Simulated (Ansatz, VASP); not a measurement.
**Two plane-wave programs on In2S**

```xyz
3
Lattice="3.8107 0.0000 0.0000 -1.9054 3.3002 0.0000 0.0000 0.0000 8.0809" Properties=species:S:1:pos:R:3 pbc="T T T"
In    0.0000    2.2001    6.2597
In    0.0000    2.2001    1.8212
S     0.0000    0.0000    0.0000
```

Change from the starting cell: species swapped into the Te2W type (P-6m2, No. 187).

Alike in both runs: functional PBE; k mesh 12 × 12 × 6; occupations gaussian, width 0.01 eV; no spin polarisation.

Ansatz relaxed the structure, and its values are those at the end. VASP's run is a single point on that final structure, the one shown.

|  | VASP | Ansatz |
| --- | --- | --- |
| version | VASP 6.6.1 | Ansatz 0.2.0 |
| potentials or method | VASP PAW PBE potentials, release 64 (In_d, S), cutoff 520 eV | scalar-relativistic, plane waves, PAW |
| valence electrons in the cell | 32 | 32 |

```csv
,VASP,Ansatz,Ansatz less VASP
gap on the k mesh at the Fermi level (eV),0.18,0.19,+0.005
least direct gap on the mesh (eV),0.21,0.22,+0.007
pressure (GPa),0.0,0.0,+0.03
rms of the force components (eV/Å),0.005,0.001,-0.0043
```

With one functional, cell and mesh, what is left measures potentials, basis and numerics.
